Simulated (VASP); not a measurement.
TiAl3, 4 atoms in the cell. It takes space group I4/mmm (No. 139, tetragonal). The conventional cell has a = 3.822 Å, b = 3.822 Å, c = 8.561 Å, α = 90.00°, β = 90.00°, γ = 90.00°. Ti (site symmetry 4/mmm) has 12 Al at 2.70 to 2.87 Å within 3.6 Å. Within 3.6 Å of Al (site symmetry -4m2) lie 8 Al at 2.70 to 2.87 Å and 4 Ti at 2.87 Å. Within 3.6 Å of Al (site symmetry 4/mmm) lie 4 Ti at 2.70 Å and 8 Al at 2.87 Å. 

* Program: VASP 6.6.1
* Task: single point
* Functional: SCAN
* Potentials or basis: VASP PAW PBE potentials, release 64 (Ti_sv, Al)
* Cutoff: 440 eV
* k mesh: 12 × 12 × 12
* Occupations: methfessel-paxton, width 0.1 eV
* Spin: no spin polarisation
* Tolerance level: tight
* Purpose: restart
* Start: from scratch
* Further INCAR settings: ALGO = Normal; EDIFF = 1e-06

Potentials or basis: VASP PAW PBE potentials, release 64 (Ti_sv, Al).

Run with:

```sh
$ cat potpaw_PBE.64/Ti_sv/POTCAR potpaw_PBE.64/Al/POTCAR > POTCAR
$ mpirun -np 2 vasp_std > vasp.out
```

Hardware: 2 MPI ranks on AMD EPYC 9R45 96-Core Processor (Zen 5) (shared host).

**Question.** Estimate the wall time of this run.

**Answer.** Wall time 4.8 min on 2 MPI ranks on AMD EPYC 9R45 96-Core Processor (Zen 5), on a shared host, peak memory 0.27 GiB a rank. Counts: scf iterations 20, k points 163.
